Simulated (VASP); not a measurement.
SiC: single point with PBE

Crystal: SiC.

```
CELL_PARAMETERS angstrom
3.13362 0.00000 0.00000
-1.56681 2.71379 0.00000
0.00000 0.00000 4.94014
ATOMIC_POSITIONS crystal
Si 0.33333 0.66667 0.00226
Si 0.66667 0.33333 0.50226
C 0.33333 0.66667 0.38274
C 0.66667 0.33333 0.88274
```

```json
{
 "Program": "VASP 6.6.1",
 "Task": "single point",
 "Functional": "PBE",
 "Potentials or basis": "VASP PAW PBE potentials, release 64 (Si, C)",
 "Cutoff": "520 eV",
 "k mesh": "12 × 12 × 6",
 "Occupations": "gaussian, width 0.05 eV",
 "Spin": "no spin polarisation"
}
```

```json
{
 "Pressure": "0.0 GPa",
 "Band gap on the k mesh": "2.28 eV (least direct gap 3.61 eV)"
}
```

Stress tensor (GPa, compression positive):
```
-6.41  0.00  0.00
 0.00 -6.41  0.00
 0.00  0.00 12.72
```

Levels at points of the mesh, in eV from the valence-band top:
```
           k point  band 6  band 7  band 8  band 9  band 10  band 11
(0.00, 0.00, 0.00)   -0.24   -0.24    0.00    3.87     6.10     6.10
(0.50, 0.00, 0.00)   -3.68   -3.35   -1.33    2.28     4.35     6.58
(0.00, 0.00, 0.50)   -1.06   -1.06   -1.06    5.13     5.13     6.81
(0.50, 0.00, 0.50)   -2.72   -2.23   -2.23    3.18     3.18     5.20
```

Run time: 30 s on 1 thread of Intel(R) Xeon(R) Platinum 8488C (Sapphire Rapids), with other jobs on the host, peak memory 0.18 GiB.

Caveat: the stress differs along the axes, from -6 to 13 GPa. A k mesh can miss the band edges.
